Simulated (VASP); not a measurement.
# MgPtS3 (Immm) in VASP: single point with PBE

Aim: the single point of MgPtS3 with PBE.

Everything below comes from runs of VASP 6.6.1. Logs are shortened: lines on timing, memory, paths and dates and some standing lists are left out, and cuts for length are marked.

## (1) The cell of the first run

The structure is orthorhombic, space group Immm (No. 71). The conventional cell has a = 4.743 Å, b = 4.863 Å, c = 8.834 Å, α = 90.00°, β = 90.00°, γ = 90.00°. Mg (site symmetry mmm) has 6 S at 2.37 to 2.67 Å within 3.1 Å. Pt (site symmetry mmm) has 6 S at 2.43 to 2.61 Å within 3.2 Å. S (site symmetry mmm) has 2 Mg at 2.37 Å and 2 Pt at 2.43 Å within 3.1 Å. S (site symmetry mm2) has 1 S at 2.19 Å and 2 Pt at 2.61 Å and 2 Mg at 2.67 Å within 2.9 Å.

The cell was generated, and may not be a known phase.

## (2) Single point, PBE

Input file INCAR:

```
PREC = Accurate ; ENCUT = 840
EDIFF = 1E-6 ; ISMEAR = 0
SIGMA = 0.15 ; LREAL = F
LASPH = T ; NELM = 120
ALGO = Normal ; ISIF = 2
LWAVE = F ; LCHARG = T
GGA = PE ; LELF = T
LVHAR = T ; NBANDS = 31
GGA_COMPAT = F
```

Input file KPOINTS:

```
regular mesh
0
Gamma
  3 3 3
```

Input file POSCAR:

```
MgPtS3
1.0
   -2.4314038905      2.3714794025      4.4170325723
    2.4314038905     -2.3714794025      4.4170325723
    2.4314038905      2.3714794025     -4.4170325723
Mg Pt S
1 1 3
Direct
    0.5000000000      0.5000000000      0.0000000000
    0.0000000000      0.0000000000      0.0000000000
    0.0000000000      0.5000000000      0.5000000000
    0.6238463513      0.1238463513      0.5000000000
    0.3761536487      0.8761536487      0.5000000000
```

Potentials or basis: VASP PAW PBE potentials, release 64 (Mg_sv, Pt_sv_GW, S).

Started as:

```sh
> cat potpaw_PBE.64/Mg_sv/POTCAR potpaw_PBE.64/Pt_sv_GW/POTCAR potpaw_PBE.64/S/POTCAR > POTCAR
> mpirun -np 1 vasp_std > vasp.out
```

OUTCAR:

```text
PREC = Accurate
   ENCUT = 840
   EDIFF = 1E-6
   ISMEAR = 0
   LREAL = F
   LASPH = T
   NELM = 120
   ISIF = 2
   GGA = PE

 ion  position               nearest neighbor table
   1  0.500  0.500  0.000-   3 2.37   3 2.37
   2  0.000  0.000  0.000-   3 2.43   3 2.43   5 2.61   4 2.61   4 2.61   5 2.61
   3  0.000  0.500  0.500-   1 2.37   1 2.37   2 2.43   2 2.43
   4  0.624  0.124  0.500-   5 2.19   2 2.61   2 2.61
   5  0.376  0.876  0.500-   4 2.19   2 2.61   2 2.61

  LATTYP: Found a body centered orthorhombic cell.
 ALAT       =     4.7429588050
 B/A-ratio  =     1.0252688208
 C/A-ratio  =     1.8625641731

  Lattice vectors:

 A1 = (   2.4314038905,  -2.3714794025,  -4.4170325723)
 A2 = (  -2.4314038905,   2.3714794025,  -4.4170325723)
 A3 = (   2.4314038905,   2.3714794025,   4.4170325723)

Analysis of symmetry for initial positions (statically):
=====================================================================
 Subroutine PRICEL returns:
 Original cell was already a primitive cell.

 Routine SETGRP: Setting up the symmetry group for a
 body centered orthorhombic supercell.

 Subroutine GETGRP returns: Found  8 space group operations
 (whereof  8 operations were pure point group operations)
 out of a pool of  8 trial point group operations.

The static configuration has the point symmetry D_2h.

Analysis of symmetry for dynamics (positions and initial velocities):
=====================================================================
 Subroutine PRICEL returns:
 Original cell was already a primitive cell.

 Routine SETGRP: Setting up the symmetry group for a
 body centered orthorhombic supercell.

 Subroutine GETGRP returns: Found  8 space group operations
 (whereof  8 operations were pure point group operations)
 out of a pool of  8 trial point group operations.

The dynamic configuration has the point symmetry D_2h.

 Subroutine INISYM returns: Found  8 space group operations
 (whereof  8 operations are pure point group operations),
 and found     1 'primitive' translations

----------------------------------------------------------------------------------------

                                     Primitive cell

  volume of cell :     101.8749

  direct lattice vectors                    reciprocal lattice vectors
    -2.431403890  2.371479402  4.417032572     0.000000000  0.210838854  0.113198169
     2.431403890 -2.371479402  4.417032572     0.205642510  0.000000000  0.113198169
     2.431403890  2.371479402 -4.417032572     0.205642510  0.210838854  0.000000000

  length of vectors
     5.571877258  5.571877258  5.571877258     0.239304927  0.234739574  0.294519718

  position of ions in fractional coordinates (direct lattice)
     0.500000000  0.500000000  0.000000000
     0.000000000  0.000000000  0.000000000
     0.000000000  0.500000000  0.500000000
     0.623846351  0.123846351  0.500000000
     0.376153649  0.876153649  0.500000000

  ion indices of the primitive-cell ions
   primitive index   ion index
                 1           1
                 2           2
                 3           3
                 4           4
                 5           5

----------------------------------------------------------------------------------------

 KPOINTS: regular mesh

Automatic generation of k-mesh.
 Grid dimensions read from file:
 generate k-points for:    3    3    3

 Generating k-lattice:

  Cartesian coordinates                     Fractional coordinates (reciprocal lattice)
     0.000000000  0.070279618  0.037732723     0.333333333  0.000000000 -0.000000000
     0.068547503  0.000000000  0.037732723     0.000000000  0.333333333  0.000000000
     0.068547503  0.070279618  0.000000000    -0.000000000  0.000000000  0.333333333

  Length of vectors
     0.079768309  0.078246525  0.098173239

  Shift w.r.t. Gamma in fractional coordinates (k-lattice)
     0.000000000  0.000000000  0.000000000

 Subroutine IBZKPT returns following result:
 ===========================================

 Found      8 irreducible k-points:

 Following reciprocal coordinates:
            Coordinates               Weight
  0.000000  0.000000  0.000000      1.000000
  0.333333  0.000000  0.000000      4.000000
  0.000000  0.333333 -0.000000      4.000000
  0.333333  0.333333 -0.000000      8.000000
 -0.333333  0.333333 -0.000000      4.000000
 -0.333333  0.333333  0.333333      2.000000
  0.333333 -0.333333  0.333333      2.000000
 -0.333333 -0.333333  0.333333      2.000000
   k-points           NKPTS =      8   k-points in BZ     NKDIM =      8   number of bands    NBANDS=     31
   number of dos      NEDOS =    301   number of ions     NIONS =      5
   total plane-waves  NPLWV = 157464
   dimension x,y,z NGX =    54 NGY =   54 NGZ =   54
   dimension x,y,z NGXF=   108 NGYF=  108 NGZF=  108
   ions per type =               1   1   3
   NGX,Y,Z   is equivalent  to a cutoff of  16.11, 16.11, 16.11 a.u.
   NGXF,Y,Z  is equivalent  to a cutoff of  32.22, 32.22, 32.22 a.u.
 SYSTEM =  unknown system
   PREC   = accura    normal or accurate (medium, high low for compatibility)
   ISTART =      0    job   : 0-new  1-cont  2-samecut
   ICHARG =      2    charge: 1-file 2-atom 10-const
   ISPIN  =      1    spin polarized calculation?
   LNONCOLLINEAR =      F non collinear calculations
   LSORBIT =      F    spin-orbit coupling
   LASPH  =      T    aspherical Exc in radial PAW
   ENCUT  =  840.0 eV  61.74 Ry    7.86 a.u.  13.17 13.17 13.17*2*pi/ulx,y,z
   NELM   =    120;   NELMIN=  2; NELMDL= -5     # of ELM steps
   EDIFF  = 0.1E-05   stopping-criterion for ELM
   LREAL  =      F    real-space projection
   EDIFFG = 0.1E-04   stopping-criterion for IOM
   NSW    =      0    number of steps for IOM
   IBRION =     -1    ionic relax: 0-MD 1-quasi-New 2-CG
   NFREE  =      0    steps in history (QN), initial steepest desc. (CG)
   ISIF   =      2    stress and relaxation
   ISYM   =      2    0-nonsym 1-usesym 2-fastsym
   POTIM  = 0.5000    time-step for ionic-motion
   TEBEG  =    0.0;   TEEND  =   0.0 temperature during run
   PSTRESS=    0.0 pullay stress
   NELECT =      46.0000    total number of electrons
   NUPDOWN=      -1.0000    fix difference up-down
   EMIN   =  10.00;   EMAX   =-10.00  energy-range for DOS
   EFERMI =   0.00;   METHOD = LEGACY
   ISMEAR =     0;   SIGMA  =   0.15  broadening in eV -4-tet -1-fermi 0-gaus
   EFERMI_NEDOS =   21; number of points for ismear=-14 and -15
   IALGO  =     38    algorithm
   IMIX   =      4    mixing-type and parameters
     AMIX     =   0.40;   BMIX     =  1.00
     AMIX_MAG =   1.60;   BMIX_MAG =  1.00
  volume/ion in A,a.u.               =      20.37       137.50
  Fermi-wavevector in a.u.,A,eV,Ry     =   1.255948  2.373398 21.461913  1.577406
  Thomas-Fermi vector in A             =   2.389680
   LORBIT       =      0    0 simple, 1 ext, 2 COOP (PROOUT), +10 PAW based schemes
   GGA     = PE    functional components
   LHFCALC =     F    Hartree Fock is set to
   AEXX    =    0.0000 exact exchange contribution
   IVDW    =     0    specifies the selected vdW correction
   LEPSILON=     F    determine dielectric tensor
   LRPA    =     F    only Hartree local field effects (RPA)
 non-spin polarized calculation
 Gauss-broadening in eV      SIGMA  =   0.15
  energy-cutoff  :      840.00
  volume of cell :      101.87
 maximum number of plane-waves:      5657
 NGX is ok and might be reduce to    54
   NGX = 27   NGY = 27   NGZ = 27

 number of electron      45.9999999 magnetization

 Free energy of the ion-electron system (eV)
  ---------------------------------------------------
  ext. energy  EPLUGINS =         0.00000000
  ---------------------------------------------------
  free energy    TOTEN  =       -21.49454032 eV

  energy without entropy =      -21.45927334  energy(sigma->0) =      -21.47690683

 E-fermi :   4.2820     XC(G=0):  -9.7420

 val. band max:        4.2040785994   @ k =   0.3333   0.3333  -0.0000
 cond. band min:       4.3984816596   @ k =  -0.3333   0.3333  -0.0000
 fundamental gap:      0.1944030602
 Fermi energy:         4.2820137262

 k-point     1 :       0.0000    0.0000    0.0000
  band No.  band energies     occupation
      1     -93.5155      2.00000
      2     -71.3606      2.00000
      3     -47.8135      2.00000
      4     -47.7289      2.00000
      5     -47.4990      2.00000
      6     -38.1477      2.00000
[... 23 lines left out ...]
     30      12.3540      0.00000
     31      12.3948      0.00000

 k-point     2 :       0.3333    0.0000    0.0000
  band No.  band energies     occupation
      1     -93.5155      2.00000
      2     -71.3606      2.00000
      3     -47.8138      2.00000
      4     -47.7289      2.00000
      5     -47.4990      2.00000
      6     -38.1477      2.00000
[... 23 lines left out ...]
     30      12.1214      0.00000
     31      12.1380      0.00000

 k-point     3 :       0.0000    0.3333   -0.0000
  band No.  band energies     occupation
      1     -93.5155      2.00000
      2     -71.3606      2.00000
      3     -47.8135      2.00000
      4     -47.7292      2.00000
      5     -47.4990      2.00000
      6     -38.1477      2.00000
[... 23 lines left out ...]
     30      11.3854      0.00000
     31      11.9881      0.00000

 k-point     4 :       0.3333    0.3333   -0.0000
  band No.  band energies     occupation
      1     -93.5155      2.00000
      2     -71.3606      2.00000
      3     -47.8138      2.00000
      4     -47.7292      2.00000
      5     -47.4990      2.00000
      6     -38.1477      2.00000
[... 23 lines left out ...]
     30      11.1643      0.00000
     31      12.0585      0.00000

 k-point     5 :      -0.3333    0.3333   -0.0000
  band No.  band energies     occupation
      1     -93.5155      2.00000
      2     -71.3606      2.00000
      3     -47.8138      2.00000
      4     -47.7292      2.00000
      5     -47.4990      2.00000
      6     -38.1477      2.00000
[... 23 lines left out ...]
     30      11.2392      0.00000
     31      11.5374      0.00000

 k-point     6 :      -0.3333    0.3333    0.3333
  band No.  band energies     occupation
      1     -93.5155      2.00000
      2     -71.3607      2.00000
      3     -47.8135      2.00000
      4     -47.7292      2.00000
      5     -47.4990      2.00000
      6     -38.1477      2.00000
[... 23 lines left out ...]
     30      10.9941      0.00000
     31      11.0759      0.00000

 k-point     7 :       0.3333   -0.3333    0.3333
  band No.  band energies     occupation
      1     -93.5155      2.00000
      2     -71.3606      2.00000
      3     -47.8138      2.00000
      4     -47.7289      2.00000
      5     -47.4990      2.00000
      6     -38.1477      2.00000
[... 23 lines left out ...]
     30      11.9841      0.00000
     31      12.9086      0.00000

 k-point     8 :      -0.3333   -0.3333    0.3333
  band No.  band energies     occupation
      1     -93.5155      2.00000
      2     -71.3607      2.00000
      3     -47.8135      2.00000
      4     -47.7289      2.00000
      5     -47.4990      2.00000
      6     -38.1478      2.00000
[... 23 lines left out ...]
     30      11.1356      0.00000
     31      11.3825      0.00000

------------------------ aborting loop because EDIFF is reached ----------------------------------------

  FORCE on cell =-STRESS in cart. coord.  units (eV):
  Direction    XX          YY          ZZ          XY          YZ          ZX
  --------------------------------------------------------------------------------------
  -------------------------------------------------------------------------------------
  Total       -0.2719539     -0.1573195     -0.0010352      0.0000000      0.0000000      0.0000000
  in kB       -4.2769957     -2.4741496     -0.0162809      0.0000000      0.0000000      0.0000000
  external PRESSURE =      -2.2558087 kB  Pullay stress =       0.0000000 kB

 VOLUME and BASIS-vectors are now :
 -----------------------------------------------------------------------------
  energy-cutoff  :      840.00
  volume of cell :      101.87
      direct lattice vectors                 reciprocal lattice vectors
    -2.431403890  2.371479402  4.417032572     0.000000000  0.210838854  0.113198169
     2.431403890 -2.371479402  4.417032572     0.205642510  0.000000000  0.113198169
     2.431403890  2.371479402 -4.417032572     0.205642510  0.210838854  0.000000000

 POSITION                                       TOTAL-FORCE (eV/Angst)
 -----------------------------------------------------------------------------------
      0.00000      0.00000      4.41703         0.000000      0.000000      0.000000
      0.00000      0.00000      0.00000         0.000000      0.000000      0.000000
      2.43140      0.00000      0.00000         0.000000      0.000000      0.000000
     -0.00000      2.37148      1.09407        -0.000000     -0.000000     -0.094695
      2.43140      0.00000      3.32297         0.000000      0.000000      0.094695
 -----------------------------------------------------------------------------------
    total drift:                                0.000000      0.000000      0.000000

  FREE ENERGIE OF THE ION-ELECTRON SYSTEM (eV)
  ---------------------------------------------------
  free  energy   TOTEN  =       -21.4945403244 eV

  energy  without entropy=      -21.4592733444  energy(sigma->0) =      -21.47690683
```

Wall time 2.2 min (1 thread of Intel Xeon Platinum 8259CL at 2.50GHz (Skylake/Cascade Lake), shared host); peak memory 0.39 GiB.

What came out:

```
Free energy            : -21.4945 eV
Pressure               : -0.2 GPa
Largest force          : 0.095 eV/Å
Band gap on the k mesh : zero (bands 23 and 24 overlap by 0.25 eV)
```

Forces in eV/Å, atoms in the order of the input:
```
Mg   0.000  0.000  0.000
Pt   0.000  0.000  0.000
S    0.000  0.000  0.000
S    0.000  0.000 -0.095
S    0.000  0.000  0.095
```

Stress tensor (GPa, compression positive):
```
-0.43  0.00  0.00
 0.00 -0.25  0.00
 0.00  0.00  0.00
```

Caveat: the k points lie up to 0.50 Å⁻¹ apart; spin-orbit coupling is left out, which moves the levels of the heavy elements.

The gap in the log of VASP goes by the Fermi energy; the results here count the filled bands.